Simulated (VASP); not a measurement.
Wanted: the native input for a VASP 6.6.1 run.

```
Task                   : single point
Functional             : PBE
Potentials or basis    : VASP PAW PBE potentials, release 64 (Al)
Cutoff                 : 520 eV
k mesh                 : 20 × 20 × 12
Occupations            : gaussian, width 0.15 eV
Spin                   : no spin polarisation
Dipole correction      : no
Further INCAR settings : ALGO = Fast; EDIFF = 1e-06; NBANDS = 10
```

The structure of Al lies in POSCAR:

```
Al
1.0
   -1.6175102401      1.6175102401      1.6175102401
    1.6175102401     -1.6175102401      1.6175102401
    3.2350204801      3.2350204801      0.0000000000
Al
2
Direct
    0.0977047079     -0.0977047079      0.0000000000
    0.4022952921      0.5977047079      0.5000000000
```

This cell differs from its parent crystal: mode 1 frozen in at -0.447 Å and mode 5 at +0.000 Å (largest displacements).

The input as run:

INCAR

```
SYSTEM = Al
PREC     = Accurate       ! precision mode
ENCUT    = 520            ! plane-wave cutoff, eV
EDIFF    = 1E-6           ! SCF threshold, eV
ISMEAR   = 0              ! smearing method
SIGMA    = 0.15           ! smearing width, eV
LREAL    = .FALSE.        ! projectors in reciprocal space
LASPH    = .TRUE.         ! aspherical terms in the spheres
NELM     = 60             ! most SCF steps
ALGO     = Fast           ! electronic algorithm
ISIF     = 2              ! what is computed and relaxed
LWAVE    = .FALSE.        ! write WAVECAR
LCHARG   = .TRUE.         ! write CHGCAR
GGA      = PE             ! functional
LELF     = .TRUE.         ! ELF
LVHAR    = .TRUE.       
NBANDS   = 10             ! bands
```

KPOINTS

```
Automatic mesh
0
G
  20 20 12
  0 0 0
```

Potentials or basis: VASP PAW PBE potentials, release 64 (Al).

Command:

```console
$ cat potpaw_PBE.64/Al/POTCAR > POTCAR
$ mpirun -np 1 vasp_std > vasp.out
```

Results of the run:

The pressure is 1.5 GPa. The largest force is 0.355 eV/Å and the band gap on the k mesh is zero (band 3 reaches 12.70 eV, above the bottom of band 4 at 4.02 eV).

Caveat: the cell differs from its parent crystal (mode 1 frozen in at -0.447 Å and mode 5 at +0.000 Å (largest displacements)).

It took 98 s on 1 thread of Intel(R) Xeon(R) Platinum 8488C (Sapphire Rapids), with other jobs on the host, peak memory 0.32 GiB.
